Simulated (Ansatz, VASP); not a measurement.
One calculation of Ba, two programs

Contents of INCAR:

```
SYSTEM = Ba
PREC = Accurate
ENCUT = 520
EDIFF = 1E-7
ISMEAR = 0
SIGMA = 0.1
LREAL = .FALSE.
LASPH = .TRUE.
NELM = 100
ALGO = Fast
ISIF = 2
LWAVE = .FALSE.
LCHARG = .TRUE.
GGA = PE
LELF = .TRUE.
LVHAR = .TRUE.
NBANDS = 17
```

KPOINTS

```
regular mesh
0
G
  9 9 12
  0 0 0
```

POSCAR

```
Ba
1.0
    7.1718082784      0.0000000000      0.0000000000
   -3.5859041392      6.2109681601      0.0000000000
    0.0000000000      0.0000000000      4.0662384192
Ba
2
Direct
    0.3333333300      0.6666666700      0.5000000000
    0.6666666700      0.3333333300      0.5000000000
```

Input for Ansatz:

```yaml
crystal:
  lattice:
    - [7.1718082784, 0.0, 0.0]
    - [-3.5859041392, 6.2109681601, 0.0]
    - [0.0, 0.0, 4.0662384192]
  atoms:
    - { symbol: Ba, position: [0.33333333, 0.66666667, 0.5] }
    - { symbol: Ba, position: [0.66666667, 0.33333333, 0.5] }
basis:
  ecutwfc: 420
kpoints:
  mp_grid: { grid: [9, 9, 12] }
hamiltonian:
  xc: pbe
scf:
  occupations: { method: gaussian, width: 0.1 }
output:
  forces: true
  stress: true
  eigenvalues: true
```

Alike in both runs: task single point; functional PBE; k mesh 9 × 9 × 12; occupations gaussian, width 0.1 eV; no spin polarisation.

|  | VASP | Ansatz |
| --- | --- | --- |
| version | VASP 6.6.1 | Ansatz 0.2.0 |
| potentials or method | VASP PAW PBE potentials, release 64 (Ba_sv), cutoff 520 eV | scalar-relativistic, plane waves, PAW |
| valence electrons in the cell | 20 | 20 |

```csv
,VASP,Ansatz,Ansatz less VASP
gap on the k mesh at the Fermi level (eV),none,none,-
pressure (GPa),0.0,-0.1,-0.04
"traceless stress, the component that is largest in VASP (GPa)",-0.41,-0.42,-0.011
```

A gap of «none» marks a metal or a gap that the smearing closes. The functional is the same, so the differences come from potentials, cutoffs and numerics.

Spin-orbit coupling is off throughout.
